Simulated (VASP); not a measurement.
**NaCuP: single point with PBE**

The system is NaCuP.

```
Na Cu P
1.0
     4.22315    0.00000    0.00000
    -2.11157    3.65735    0.00000
     0.00000    0.00000    6.78058
Na Cu P
2 2 2
Direct
  0.00000 0.00000 0.50000
  0.00000 0.00000 0.00000
  0.66667 0.33333 0.25000
  0.33333 0.66667 0.75000
  0.66667 0.33333 0.75000
  0.33333 0.66667 0.25000
```

```yaml
Program: VASP 6.6.1
Task: single point
Functional: PBE
Potentials_or_basis: VASP PAW PBE potentials, release 64 (Na_pv, Cu, P)
Cutoff: 520 eV
k_mesh: 6 × 6 × 4
Occupations: gaussian, width 0.1 eV
Spin: no spin polarisation
Dipole_correction: no
Further_INCAR_settings: ALGO = Normal; EDIFF = 1e-06; NBANDS = 32
```

The pressure is -3.2 GPa. The band gap on the k mesh is zero (band 23 reaches 4.91 eV, above the bottom of band 24 at 3.23 eV).

Stress tensor (GPa, compression positive):
```
-5.58  0.00  0.00
 0.00 -5.58  0.00
 0.00  0.00  1.51
```

Levels at points of the mesh, in eV from the Fermi level:
```tsv
k point	band 19	band 20	band 21	band 22	band 23	band 24	band 25	band 26	band 27	band 28
(0.00, 0.00, 0.00)	-2.08	0.25	0.29	0.29	0.92	0.92	1.67	2.04	4.78	4.78
(0.50, 0.00, 0.00)	-2.26	-2.06	-1.41	-1.34	-0.79	-0.29	2.26	3.44	4.09	6.08
(0.00, 0.00, 0.50)	-1.30	-1.30	0.59	0.59	0.59	0.59	2.34	2.34	4.92	4.92
(0.50, 0.00, 0.50)	-2.17	-2.17	-1.11	-1.11	-0.06	-0.06	3.06	3.06	3.22	3.22
```

Wall time 87 s on 1 thread of Intel Xeon 6975P-C, with other jobs on the host, peak memory 0.25 GiB.
